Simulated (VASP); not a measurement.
# Cu3TeAs3 (Pm-3m) in VASP: further runs, part 2 of 2

VASP 6.6.1. The steps go on from the part before.

## (3) Relaxation of cell and atoms, PBE

This run uses another cell than the first one, of 19.47 Å³/atom, 1.005 times its volume.

INCAR reads:

```
PREC = Accurate
ENCUT = 600
EDIFF = 1E-7
ISMEAR = 0
SIGMA = 0.1
LREAL = F
LASPH = T
NELM = 100
ALGO = Normal
ISIF = 3
LWAVE = F
LCHARG = F
GGA = PE
IBRION = 2
NSW = 100
EDIFFG = -0.01
```

KPOINTS reads:

```
regular mesh
0
Gamma
  8 8 8
```

POSCAR reads:

```
Cu3TeAs3
1.0
    5.1462749224      0.0000000000      0.0000000000
    0.0000000000      5.1462749224      0.0000000000
    0.0000000000      0.0000000000      5.1462749224
Cu Te As
3 1 3
Direct
    0.5000000000      0.5000000000      0.0000000000
    0.0000000000      0.5000000000      0.5000000000
    0.5000000000      0.0000000000      0.5000000000
    0.5000000000      0.5000000000      0.5000000000
    0.5000000000      0.0000000000      0.0000000000
    0.0000000000      0.5000000000      0.0000000000
    0.0000000000      0.0000000000      0.5000000000
```

Potentials or basis: VASP PAW PBE potentials, release 64 (Cu, Te, As).

Started as:

```console
$ cat potpaw_PBE.64/Cu/POTCAR potpaw_PBE.64/Te/POTCAR potpaw_PBE.64/As/POTCAR > POTCAR
$ mpirun -np 1 vasp_std > vasp.out
```

OUTCAR:

```text
PREC = Accurate
   ENCUT = 600
   EDIFF = 1E-7
   ISMEAR = 0
   LREAL = F
   LASPH = T
   NELM = 100
   ISIF = 3
   GGA = PE
   IBRION = 2
   NSW = 100
   EDIFFG = -0.01

 ion  position               nearest neighbor table
   1  0.500  0.500  0.000-   4 2.57   5 2.57   6 2.57   4 2.57   5 2.57   6 2.57
   2  0.000  0.500  0.500-   4 2.57   6 2.57   7 2.57   6 2.57   7 2.57   4 2.57
   3  0.500  0.000  0.500-   4 2.57   5 2.57   7 2.57   5 2.57   4 2.57   7 2.57
   4  0.500  0.500  0.500-   1 2.57   2 2.57   3 2.57   1 2.57   3 2.57   2 2.57
   5  0.500  0.000  0.000-   1 2.57   3 2.57   3 2.57   1 2.57
   6  0.000  0.500  0.000-   1 2.57   2 2.57   2 2.57   1 2.57
   7  0.000  0.000  0.500-   2 2.57   3 2.57   2 2.57   3 2.57

  LATTYP: Found a simple cubic cell.
 ALAT       =     5.1462749224

  Lattice vectors:

 A1 = (   5.1462749224,   0.0000000000,   0.0000000000)
 A2 = (   0.0000000000,   5.1462749224,   0.0000000000)
 A3 = (   0.0000000000,   0.0000000000,   5.1462749224)

[... 241 lines left out ...]
 fundamental gap:      0.0051031306
 Fermi energy:         5.7364771677

 k-point     1 :       0.0000    0.0000    0.0000
  band No.  band energies     occupation
      1      -7.5309      2.00000
      2      -4.9368      2.00000
      3      -4.3657      2.00000
      4      -4.3657      2.00000
      5       0.6084      2.00000
      6       0.6084      2.00000
[... 829 lines left out ...]
     31       7.6109      0.00000
     32      10.5782      0.00000

 [... further k-points ...]

------------------------ aborting loop because EDIFF is reached ----------------------------------------

  FORCE on cell =-STRESS in cart. coord.  units (eV):
  Direction    XX          YY          ZZ          XY          YZ          ZX
  --------------------------------------------------------------------------------------
  -------------------------------------------------------------------------------------
  Total        0.0646663      0.0646663      0.0646663      0.0000000     -0.0000000      0.0000000
  in kB        0.7631109      0.7631109      0.7631109      0.0000000     -0.0000000      0.0000000
  external PRESSURE =       0.7631109 kB  Pullay stress =       0.0000000 kB

 VOLUME and BASIS-vectors are now :
 -----------------------------------------------------------------------------
  energy-cutoff  :      600.00
  volume of cell :      135.77
      direct lattice vectors                 reciprocal lattice vectors
     5.139650332 -0.000000000 -0.000000000     0.194565765  0.000000000  0.000000000
    -0.000000000  5.139650332  0.000000000     0.000000000  0.194565765  0.000000000
    -0.000000000 -0.000000000  5.139650332     0.000000000 -0.000000000  0.194565765

 POSITION                                       TOTAL-FORCE (eV/Angst)
 -----------------------------------------------------------------------------------
      2.56983      2.56983      0.00000        -0.000000      0.000000      0.000000
     -0.00000      2.56983      2.56983         0.000000     -0.000000      0.000000
      2.56983     -0.00000      2.56983        -0.000000     -0.000000      0.000000
      2.56983      2.56983      2.56983         0.000000      0.000000      0.000000
      2.56983     -0.00000     -0.00000         0.000000      0.000000      0.000000
     -0.00000      2.56983      0.00000        -0.000000      0.000000      0.000000
     -0.00000     -0.00000      2.56983         0.000000      0.000000      0.000000
 -----------------------------------------------------------------------------------
    total drift:                                0.000000     -0.000000     -0.000000

  FREE ENERGIE OF THE ION-ELECTRON SYSTEM (eV)
  ---------------------------------------------------
  free  energy   TOTEN  =       -25.9578189164 eV

  energy  without entropy=      -25.9305010488  energy(sigma->0) =      -25.94415998

 reached required accuracy - stopping structural energy minimisation
```

Run time: 3.2 min. Hardware: 1 thread of Intel Xeon 6975P-C (Granite Rapids), shared host; peak memory 0.38 GiB.

Results:

```
Free energy                            : -25.9578 eV
Relaxed volume                         : 19.40 Å³/atom
Relaxed cell                           : a = 5.140 Å, b = 5.140 Å, c = 5.140 Å, α = 90.00°, β = 90.00°, γ = 90.00°
Space group after relaxing (to 0.05 Å) : Pm-3m (No. 221)
Energy gained by relaxing              : 0.0 meV/atom
Ionic steps                            : 2
Pressure after relaxing                : 0.1 GPa
Band gap on the k mesh                 : zero (band 27 reaches 7.70 eV, above the bottom of band 28 at 4.47 eV)
```

Step by step:
| step | energy change (eV) | largest force (eV/Å) | pressure (GPa) | volume (Å³) |
| --- | --- | --- | --- | --- |
| 1 | 0.0000 | 0.0000 | -0.22 | 136.29 |
| 2 | -0.0003 | 0.0000 | 0.08 | 135.77 |

Final structure:
```
Cu Te As
1.0
     5.13965    0.00000    0.00000
     0.00000    5.13965    0.00000
     0.00000    0.00000    5.13965
Cu Te As
3 1 3
Direct
  0.50000 0.50000 0.00000
  0.00000 0.50000 0.50000
  0.50000 0.00000 0.50000
  0.50000 0.50000 0.50000
  0.50000 0.00000 0.00000
  0.00000 0.50000 0.00000
  0.00000 0.00000 0.50000
```

Levels at points of the mesh, in eV from the Fermi level:
| k point | band 25 | band 26 | band 27 | band 28 | band 29 | band 30 | band 31 | band 32 |
| --- | --- | --- | --- | --- | --- | --- | --- | --- |
| (0.00, 0.00, 0.00) | -1.57 | -1.26 | -1.26 | -1.26 | 0.55 | 0.55 | 1.52 | 1.52 |
| (0.50, 0.00, 0.00) | -1.78 | -0.83 | -0.64 | -0.64 | -0.56 | 0.63 | 0.63 | 4.09 |
| (0.50, 0.50, 0.00) | -1.80 | -1.61 | -0.30 | 1.24 | 1.77 | 1.77 | 1.78 | 4.75 |
| (0.50, 0.50, 0.50) | 1.68 | 1.97 | 1.97 | 1.97 | 2.21 | 2.21 | 2.21 | 4.54 |

Caveat: spin-orbit coupling is left out, which moves the levels of the heavy elements.
